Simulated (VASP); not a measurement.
Wanted: the native input for a VASP 6.6.1 run.

```
Task                   : single point
Functional             : r2SCAN
Potentials or basis    : VASP PAW PBE potentials, release 64 (Si, C)
Cutoff                 : 520 eV
k mesh                 : 10 × 10 × 10
Occupations            : gaussian, width 0.01 eV
Spin                   : no spin polarisation
Dipole correction      : no
Further INCAR settings : ALGO = Normal; EDIFF = 1e-06; NBANDS = 11
```

Crystal: SiC.

```
CELL_PARAMETERS angstrom
0.01452 2.19257 2.19257
2.19257 0.01452 2.19257
2.19257 2.19257 0.01452
ATOMIC_POSITIONS crystal
Si 0.00027 0.00027 0.00027
C 0.24973 0.24973 0.24973
```

This cell differs from its parent crystal: strain along [111] +1.0%.

One way to write it, as run:

POSCAR

```
SiC
1.0
    0.0145203490      2.1925726939      2.1925726939
    2.1925726939      0.0145203490      2.1925726939
    2.1925726939      2.1925726939      0.0145203490
Si C
1 1
Direct
    0.0002702081      0.0002702081      0.0002702081
    0.2497297919      0.2497297919      0.2497297919
```

INCAR.step1

```
  ALGO = Normal
  EDIFF = 1E-4
  ENCUT = 520
  GGA = PE
  ISMEAR = 0
  LASPH = True
  LCHARG = False
  LREAL = False
  LWAVE = True
  NBANDS = 11
  NELM = 100
  PREC = Accurate
  SIGMA = 0.01
```

INCAR.step2

```
  ALGO = Normal
  EDIFF = 1E-6
  ENCUT = 520
  ISIF = 2
  ISMEAR = 0
  ISTART = 1
  LASPH = True
  LCHARG = False
  LMIXTAU = True
  LREAL = False
  LWAVE = False
  METAGGA = R2SCAN
  NBANDS = 11
  NELM = 100
  PREC = Accurate
  SIGMA = 0.01
```

KPOINTS

```
k-points
0
Gamma
  10 10 10
```

Potentials or basis: VASP PAW PBE potentials, release 64 (Si, C).

The run is started by

```sh
$ cat potpaw_PBE.64/Si/POTCAR potpaw_PBE.64/C/POTCAR > POTCAR
$ cp INCAR.step1 INCAR
$ mpirun -np 1 vasp_std > vasp.out
$ cp INCAR.step2 INCAR
$ mpirun -np 1 vasp_std > vasp.out
```

Results of the run:

```json
{
  "Pressure": "-2.3 GPa",
  "Band gap on the k mesh": "1.70 eV, indirect (least direct gap 4.99 eV)"
}
```

Caveat: the cell differs from its parent crystal (strain along [111] +1.0%); the PAW data sets were made with another functional, which shifts forces and pressure a little.

Run time: 40 s on 1 thread of Intel(R) Xeon(R) 6975P-C (Granite Rapids), on a shared host, peak memory 0.15 GiB.
